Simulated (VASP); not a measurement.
Input of a VASP 6.6.1 run:

File INCAR:

```
PREC = Accurate ; ENCUT = 700
EDIFF = 1E-6 ; ISMEAR = 0
SIGMA = 0.05 ; LREAL = F
LASPH = T ; NELM = 120
ALGO = Normal ; ISIF = 2
LWAVE = F ; LCHARG = F
NBANDS = 16 ; GGA_COMPAT = F
```

File KPOINTS:

```
regular mesh
0
Gamma
  10 10 10
```

POSCAR

```
TaC
1.0
    0.0000000000      2.1797936357      2.1797936357
    2.1797936357      0.0000000000      2.1797936357
    2.1797936357      2.1797936357      0.0000000000
Ta C
1 1
Direct
    0.0000000000      0.0000000000      0.0000000000
    0.5000000000      0.5000000000      0.5000000000
```

Potentials or basis: VASP PAW LDA potentials, release 64 (Ta_sv_GW, C).

Launch:

```sh
$ cat potpaw_LDA.64/Ta_sv_GW/POTCAR potpaw_LDA.64/C/POTCAR > POTCAR
$ mpirun -np 1 vasp_std > vasp.out
```

(1) Estimate the band gap on the k mesh.

(2) Estimate the pressure.

Answers

(1) zero (an odd number of electrons rules out a gap without spin polarisation).

(2) 15.5 GPa.

Caveat: the cell stands under pressure; spin-orbit coupling is left out, which moves the levels of the heavy elements; an odd number of electrons without spin polarisation forces a metal; a magnetic or distorted state may lie lower.
